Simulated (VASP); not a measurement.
# MnSb: single point with PBEsol

The system is MnSb.

```
CELL_PARAMETERS angstrom
4.20461 0.00000 0.00000
-2.10231 3.64130 0.00000
0.00000 0.00000 5.85606
ATOMIC_POSITIONS crystal
Sb 0.66667 0.33333 0.75000
Sb 0.33333 0.66667 0.25000
Mn 0.00000 0.00000 0.50000
Mn 0.00000 0.00000 0.00000
```

```yaml
Program: VASP 6.6.1
Task: single point
Functional: PBEsol
Potentials_or_basis: VASP PAW PBE potentials, release 64 (Sb, Mn_pv)
Cutoff: 520 eV
k_mesh: 7 × 7 × 5
Occupations: fermi-dirac, width 0.05 eV
Spin: collinear spin, ferromagnetic start
Starting_moments: "[0.0, 0.0, 4.0, 4.0] μB"
```

```
Pressure                                              : -8.3 GPa
Net moment                                            : 6.94 μB per cell
Site moments                                          : Sb -0.13; Mn +3.50 μB
Valence electrons inside the program's atomic spheres : Sb 2.43; Mn 11.47
```

Stress tensor (GPa, compression positive):
```
-8.04  0.00  0.00
 0.00 -8.04  0.00
 0.00  0.00 -8.80
```

Levels at points of the mesh, in eV from the Fermi level:
Spin up:
```
           k point  band 17  band 18  band 19  band 20  band 21  band 22  band 23  band 24  band 25  band 26
(0.00, 0.00, 0.00)    -1.93    -1.93    -0.66     0.44     0.44     2.10     2.10     2.49     2.88     3.85
```
Spin down:
| k point | band 11 | band 12 | band 13 | band 14 | band 15 | band 16 | band 17 | band 18 |
| --- | --- | --- | --- | --- | --- | --- | --- | --- |
| (0.00, 0.00, 0.00) | -2.27 | -0.75 | 0.09 | 0.09 | 0.39 | 0.39 | 0.54 | 0.54 |

It took 73 s on 1 thread of AMD EPYC 9R45 96-Core Processor (Zen 5), with other jobs on the host, peak memory 0.27 GiB.

Caveat: the cell stands under tension; the PAW data sets were made with another functional, which shifts forces and pressure a little; spin-orbit coupling is left out, which moves the levels of the heavy elements; the run started ferromagnetic, and an antiferromagnetic order may lie lower in energy.
